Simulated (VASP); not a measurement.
# CuAu (P4/mmm) in VASP: a series of runs, part 3 of 3

VASP 6.6.1. Earlier steps stand in the parts before.

## (5) Electric field gradients, PBE (volume scaled by 1.06)

The input, INCAR:

```
ALGO = Normal ; EDIFF = 1E-8
ENCUT = 520 ; GGA = PE
ISIF = 2 ; ISMEAR = -1
LASPH = True ; LCHARG = False
LEFG = True ; LREAL = False
LWAVE = False ; NBANDS = 18
NELM = 80 ; PREC = Accurate
SIGMA = 0.05
```

The input, KPOINTS:

```
k-points
0
Gamma
  13 13 10
```

The input, POSCAR:

```
CuAu
1.0
    2.8549159028      0.0000000000      0.0000000000
    0.0000000000      2.8549159028      0.0000000000
    0.0000000000      0.0000000000      3.7419790583
Cu Au
1 1
Direct
    0.5000000000      0.5000000000      0.5000000000
    0.0000000000      0.0000000000      0.0000000000
```

Potentials or basis: VASP PAW PBE potentials, release 64 (Cu, Au).

Launch:

```console
cat potpaw_PBE.64/Cu/POTCAR potpaw_PBE.64/Au/POTCAR > POTCAR
mpirun -np 1 vasp_std > vasp.out
```

OUTCAR:

```text
EDIFF = 1E-8
   ENCUT = 520
   GGA = PE
   ISIF = 2
   ISMEAR = -1
   LASPH = True
   LREAL = False
   NELM = 80
   PREC = Accurate

 ion  position               nearest neighbor table
   1  0.500  0.500  0.500-   2 2.75   2 2.75   2 2.75   2 2.75   2 2.75   2 2.75   2 2.75   2 2.75

   2  0.000  0.000  0.000-   1 2.75   1 2.75   1 2.75   1 2.75   1 2.75   1 2.75   1 2.75   1 2.75

  LATTYP: Found a simple tetragonal cell.
 ALAT       =     2.8549159028
 C/A-ratio  =     1.3107142857

  Lattice vectors:

 A1 = (   2.8549159028,   0.0000000000,   0.0000000000)
 A2 = (   0.0000000000,   2.8549159028,   0.0000000000)
 A3 = (   0.0000000000,   0.0000000000,   3.7419790583)

Analysis of symmetry for initial positions (statically):
=====================================================================
 Subroutine PRICEL returns:
 Original cell was already a primitive cell.

 Routine SETGRP: Setting up the symmetry group for a
 simple tetragonal supercell.

 Subroutine GETGRP returns: Found 16 space group operations
 (whereof 16 operations were pure point group operations)
 out of a pool of 16 trial point group operations.

The static configuration has the point symmetry D_4h.

Analysis of symmetry for dynamics (positions and initial velocities):
=====================================================================
 Subroutine PRICEL returns:
 Original cell was already a primitive cell.

 Routine SETGRP: Setting up the symmetry group for a
 simple tetragonal supercell.

 Subroutine GETGRP returns: Found 16 space group operations
 (whereof 16 operations were pure point group operations)
 out of a pool of 16 trial point group operations.

The dynamic configuration has the point symmetry D_4h.

 Subroutine INISYM returns: Found 16 space group operations
 (whereof 16 operations are pure point group operations),
 and found     1 'primitive' translations

----------------------------------------------------------------------------------------

                                     Primitive cell

  volume of cell :      30.4992

  direct lattice vectors                    reciprocal lattice vectors
     2.854915903  0.000000000  0.000000000     0.350273015  0.000000000  0.000000000
     0.000000000  2.854915903  0.000000000     0.000000000  0.350273015  0.000000000
     0.000000000  0.000000000  3.741979058     0.000000000  0.000000000  0.267238267

  length of vectors
     2.854915903  2.854915903  3.741979058     0.350273015  0.350273015  0.267238267

  position of ions in fractional coordinates (direct lattice)
     0.500000000  0.500000000  0.500000000
     0.000000000  0.000000000  0.000000000

  ion indices of the primitive-cell ions
   primitive index   ion index
                 1           1
                 2           2

----------------------------------------------------------------------------------------

 KPOINTS: k-points

Automatic generation of k-mesh.
 Grid dimensions read from file:
[... 65 lines left out ...]
   EDIFF  = 0.1E-07   stopping-criterion for ELM
   LREAL  =      F    real-space projection
   EDIFFG = 0.1E-06   stopping-criterion for IOM
   NSW    =      0    number of steps for IOM
   IBRION =     -1    ionic relax: 0-MD 1-quasi-New 2-CG
   NFREE  =      0    steps in history (QN), initial steepest desc. (CG)
   ISIF   =      2    stress and relaxation
   ISYM   =      2    0-nonsym 1-usesym 2-fastsym
   POTIM  = 0.5000    time-step for ionic-motion
   TEBEG  =    0.0;   TEEND  =   0.0 temperature during run
   PSTRESS=    0.0 pullay stress
   NELECT =      22.0000    total number of electrons
   NUPDOWN=      -1.0000    fix difference up-down
   EMIN   =  10.00;   EMAX   =-10.00  energy-range for DOS
   EFERMI =   0.00;   METHOD = LEGACY
   ISMEAR =    -1;   SIGMA  =   0.05  broadening in eV -4-tet -1-fermi 0-gaus
   EFERMI_NEDOS =   21; number of points for ismear=-14 and -15
   IALGO  =     38    algorithm
   IMIX   =      4    mixing-type and parameters
     AMIX     =   0.40;   BMIX     =  1.00
     AMIX_MAG =   1.60;   BMIX_MAG =  1.00
  volume/ion in A,a.u.               =      15.25       102.91
  Fermi-wavevector in a.u.,A,eV,Ry     =   1.468204  2.774503 29.329030  2.155623
  Thomas-Fermi vector in A             =   2.583730
   LORBIT       =      0    0 simple, 1 ext, 2 COOP (PROOUT), +10 PAW based schemes
   GGA     = PE    functional components
   LHFCALC =     F    Hartree Fock is set to
   AEXX    =    0.0000 exact exchange contribution
   IVDW    =     0    specifies the selected vdW correction
   LEPSILON=     F    determine dielectric tensor
   LRPA    =     F    only Hartree local field effects (RPA)
 non-spin polarized calculation
  energy-cutoff  :      520.00
  volume of cell :       30.50
 maximum number of plane-waves:       842
 NGX is ok and might be reduce to    24
   NGX = 11   NGY = 11   NGZ = 13

 number of electron      22.0000008 magnetization

 Free energy of the ion-electron system (eV)
  ---------------------------------------------------
  ext. energy  EPLUGINS =         0.00000000
  ---------------------------------------------------
  free energy    TOTEN  =        -7.06174272 eV

  energy without entropy =       -7.05708093  energy(sigma->0) =       -7.05941183

 E-fermi :   8.1035     XC(G=0): -12.3915

 val. band max:        8.1006696644   @ k =   0.3846   0.0000   0.4000
 cond. band min:       8.1168421937   @ k =   0.4615   0.0000   0.0000
 fundamental gap:      0.0161725293
 Fermi energy:         8.1034898532

 k-point     1 :       0.0000    0.0000    0.0000
  band No.  band energies     occupation
      1      -1.2818      2.00000
      2       1.8060      2.00000
      3       1.9654      2.00000
      4       4.1768      2.00000
      5       4.1768      2.00000
      6       5.1451      2.00000
[... 481 lines left out ...]
      5       4.3429      2.00000
      6       5.4448      2.00000
[... 10 lines left out ...]
     17      20.8369      0.00000
     18      21.0500      0.00000

 [... further k-points ...]
[... 5 lines left out ...]
  --------------------------------------------------------------------------------------
  -------------------------------------------------------------------------------------
  Total       -0.4294525     -0.4294525     -0.3683244      0.0000000     -0.0000000      0.0000000
  in kB      -22.5599282    -22.5599282    -19.3487595      0.0000000     -0.0000000      0.0000000
  external PRESSURE =     -21.4895386 kB  Pullay stress =       0.0000000 kB

 VOLUME and BASIS-vectors are now :
 -----------------------------------------------------------------------------
  energy-cutoff  :      520.00
  volume of cell :       30.50
      direct lattice vectors                 reciprocal lattice vectors
     2.854915903  0.000000000  0.000000000     0.350273015  0.000000000  0.000000000
     0.000000000  2.854915903  0.000000000     0.000000000  0.350273015  0.000000000
     0.000000000  0.000000000  3.741979058     0.000000000  0.000000000  0.267238267

 POSITION                                       TOTAL-FORCE (eV/Angst)
 -----------------------------------------------------------------------------------
      1.42746      1.42746      1.87099         0.000000      0.000000      0.000000
      0.00000      0.00000      0.00000         0.000000      0.000000      0.000000
 -----------------------------------------------------------------------------------
    total drift:                                0.000000      0.000000     -0.000000

  FREE ENERGIE OF THE ION-ELECTRON SYSTEM (eV)
  ---------------------------------------------------
  free  energy   TOTEN  =        -7.0617427239 eV

  energy  without entropy=       -7.0570809349  energy(sigma->0) =       -7.05941183

 Electric field gradients (V/A^2)
---------------------------------------------------------------------
 ion       V_xx      V_yy      V_zz      V_xy      V_xz      V_yz
---------------------------------------------------------------------
   1       6.154     6.154   -12.309     0.000     0.000     0.000
   2     -33.794   -33.794    67.588    -0.000    -0.000    -0.000
---------------------------------------------------------------------

 Electric field gradients after diagonalization (V/A^2)
 (convention: |V_zz| > |V_xx| > |V_yy|)
----------------------------------------------------------------------
 ion       V_xx      V_yy      V_zz     asymmetry (V_yy - V_xx)/ V_zz
----------------------------------------------------------------------
   1       6.154     6.154   -12.309       0.000
   2     -33.794   -33.794    67.588       0.000
----------------------------------------------------------------------

           NMR quadrupolar parameters

 Cq : quadrupolar parameter    Cq=e*Q*V_zz/h
 eta: asymmetry parameters     (V_yy - V_xx)/ V_zz
 Q  : nuclear electric quadrupole moment in mb (millibarn)
----------------------------------------------------------------------
 ion       Cq(MHz)       eta       Q (mb)
----------------------------------------------------------------------
   1      -0.030       0.000       1.000
   2       0.163       0.000       1.000
----------------------------------------------------------------------
```

Run time: 52 s. Hardware: 1 thread of Intel Xeon 6975P-C, shared host; peak memory 0.22 GiB.

Results:

```yaml
Free_energy: -7.0617 eV
Pressure: -2.1 GPa
Band_gap_on_the_k_mesh: zero (band 11 reaches 12.32 eV, above the bottom of band 12 at 6.19 eV)
```

Electric field gradients, principal values (V/Å²):
| atom | least | middle | greatest (by size) |
| --- | --- | --- | --- |
| 1 Cu | 6.154 | 6.154 | -12.309 |
| 2 Au | -33.794 | -33.794 | 67.588 |

Caveat: without QUAD_EFG the Cq values of the log hold for a quadrupole moment of 1 mb, not for the nuclei; spin-orbit coupling is left out, which moves the levels of the heavy elements.

## (6) The runs side by side

| cell | gap on the mesh (eV) | pressure (GPa) |
| --- | --- | --- |
| a = 2.743, b = 2.743, c = 3.596 Å, 2 atoms | none | 19.3 |
| a = 2.800, b = 2.800, c = 3.670 Å, 2 atoms | none | 6.6 |
| a = 2.819, b = 2.819, c = 3.694 Å, 2 atoms | none | 3.3 |
| a = 2.855, b = 2.855, c = 3.742 Å, 2 atoms | none | -2.1 |

Alike in all rows: task electric field gradients; level PBE; potentials or basis VASP PAW PBE potentials, release 64 (Cu, Au); no spin polarisation; k mesh 13 × 13 × 10; cutoff (eV) 520; smearing fermi-dirac 0.05 eV.

Caveats: spin-orbit coupling is left out, which moves the levels of the heavy elements.

Total energies depend on the potentials used, so only differences within one code and one set of settings carry meaning.
